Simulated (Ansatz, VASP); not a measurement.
KI: VASP beside Ansatz

```xyz
2
Lattice="0.0000 3.3483 3.6127 3.3483 0.0000 3.6127 3.3483 3.3483 0.0000" Properties=species:S:1:pos:R:3 pbc="T T T"
K     0.0000    0.0000    0.0000
I     3.3483    3.3483    3.6127
```

Change from the starting cell: strain -0.050 along x and y, +0.025 along z, atoms carried along.

Alike in both runs: task single point; functional PBE; k mesh 6 × 6 × 6; occupations gaussian, width 0.05 eV; no spin polarisation.

```csv
,VASP,Ansatz
version,VASP 6.6.1,Ansatz 0.2.0
potentials or method,"VASP PAW PBE potentials, release 64 (K_sv, I), cutoff 520 eV","scalar-relativistic, plane waves, PAW"
valence electrons in the cell,16,26
```

VASP gave:

```
gap on the k mesh at the Fermi level (eV)                     : 4.13
least direct gap on the mesh (eV)                             : 4.13
pressure (GPa)                                                : 2.3
traceless stress, the component that is largest in VASP (GPa) : -1.84
```

Task: What did Ansatz give for the same quantities?

Result: gap on the k mesh at the Fermi level (eV): 4.14; least direct gap on the mesh (eV): 4.14; pressure (GPa): 2.2; traceless stress, the component that is largest in VASP (GPa): -1.82.

The functional is the same, so the differences come from potentials, cutoffs and numerics. VASP's potentials hold 16 valence electrons a cell and Ansatz's 26, so a difference there can come from the potentials and not from the codes.

Neither program's run includes spin-orbit coupling.
